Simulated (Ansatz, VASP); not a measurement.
## One calculation of Cd, two programs

```xyz
2
Lattice="3.0084 0.0000 0.0000 -1.5042 2.6053 0.0000 0.0000 0.0000 5.6733" Properties=species:S:1:pos:R:3 pbc="T T T"
Cd    0.0000    1.7369    1.4183
Cd    1.5042    0.8684    4.2550
```

Change from the starting cell: volume scaled by 1.03, PAW files.

Alike in both runs: task electric field gradients; functional PBE; k mesh 16 × 16 × 7; occupations fermi-dirac, width 0.05 eV; no spin polarisation.

```csv
,VASP,Ansatz
version,VASP 6.6.1,Ansatz 0.2.0
potentials or method,"VASP PAW PBE potentials, release 64 (Cd)","PAW with Ansatz's default frozen-core files, scalar-relativistic"
plane-wave cutoff (eV),400,420
valence electrons in the cell,24,40
```

```csv
,VASP,Ansatz,Ansatz less VASP
pressure (GPa),0.6,1.2,+0.60
"traceless stress, the component that is largest in VASP (GPa)",-0.47,-0.34,+0.133
size of Vzz on the site where it differs most (V/Å²),75.5,70.5,-5.05
```

VASP's potentials hold 24 valence electrons a cell and Ansatz's 40, so a difference there can come from the potentials and not from the codes.
